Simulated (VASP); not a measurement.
CO2:

```
C O
1.0
     2.69000    0.00000    0.00000
    -1.34500    2.32961    0.00000
     0.00000    0.00000    4.30400
C O
1 2
Direct
  0.00000 0.00000 0.00000
  0.33333 0.66667 0.25000
  0.66667 0.33333 0.75000
```

* Program: VASP 6.6.1
* Task: relaxation of cell and atoms
* Functional: PBEsol
* Potentials or basis: VASP PAW PBE potentials, release 64 (C_h, O_h)
* Cutoff: 1340 eV
* k mesh: 9 × 9 × 5
* Occupations: fermi-dirac, width 0.02 eV
* Spin: no spin polarisation

At the start: pressure -53.0 GPa; volume 8.99 Å³/atom.

Question: How do energy, volume and symmetry change on relaxing?

Answer: Over 36 steps the energy falls by 942.9 meV/atom and the volume is 7.88 Å³/atom (-12.4 %); space group P-3m1 (No. 164, to 0.1 Å) before and after.

Step by step:
```
step  energy change (eV)  largest force (eV/Å)  pressure (GPa)  volume (Å³)
   1              0.0000                4.6206          -53.00        26.97
   2             -1.5255                6.9313           79.94        16.95
   3             -2.5182                0.0852           -8.65        19.91
   4             -2.5250                0.3917           -5.11        19.72
   5             -2.5255                0.6044           -2.62        19.59
   6             -2.6328                0.7485           17.68        18.55
   7             -2.6668                0.2817           10.21        18.88
   8             -2.7190                0.8807            0.05        19.75
   9             -2.7250                1.1683           -4.29        20.18
  10             -2.7557                0.8059           -3.70        20.46
  11             -2.7902                0.0567           -1.89        21.02
  12             -2.7942                0.3141           -0.78        21.30
  13             -2.8088                0.1869            0.15        21.51
  14             -2.8199                0.0478            2.25        21.89
  15             -2.8199                0.0661            2.42        21.92
  16             -2.8229                0.1406            0.83        22.23
  17             -2.8244                0.2465           -1.41        22.70
  18             -2.8263                0.0691           -1.03        22.90
  19             -2.8266                0.0212           -0.83        23.00
  20             -2.8272                0.0398           -0.09        23.01
  21             -2.8274                0.0605            0.74        23.02
  22             -2.8276                0.0401            0.37        23.08
  23             -2.8276                0.0341            0.39        23.07
  24             -2.8278                0.0392            0.07        23.12
  25             -2.8278                0.0457           -0.34        23.19
  26             -2.8279                0.0117           -0.21        23.21
  27             -2.8279                0.0257           -0.08        23.23
  28             -2.8280                0.0281            0.04        23.24
  29             -2.8282                0.0370            0.42        23.29
  30             -2.8281                0.0559            1.19        23.37
  31             -2.8282                0.0457            0.75        23.32
  32             -2.8283                0.0217            0.62        23.36
  33             -2.8284                0.0460            0.25        23.45
  34             -2.8285                0.0424            0.10        23.49
  35             -2.8286                0.0320           -0.34        23.61
  36             -2.8287                0.0035           -0.11        23.63
```

Final structure:
```yaml
crystal:
  lattice:
    - [2.34700, 0.00000, 0.00000]
    - [-1.17350, 2.03257, 0.00000]
    - [0.00000, 0.00000, 4.95261]
  atoms:
    - { symbol: C, position: [0.00000, 0.00000, 0.00000] }
    - { symbol: O, position: [0.33333, 0.66667, 0.17647] }
    - { symbol: O, position: [0.66667, 0.33333, 0.82353] }
```

Caveat: a cell axis changed by over 15 % at a fixed basis, so the end point is rough; the PAW data sets were made with another functional, which shifts forces and pressure a little.
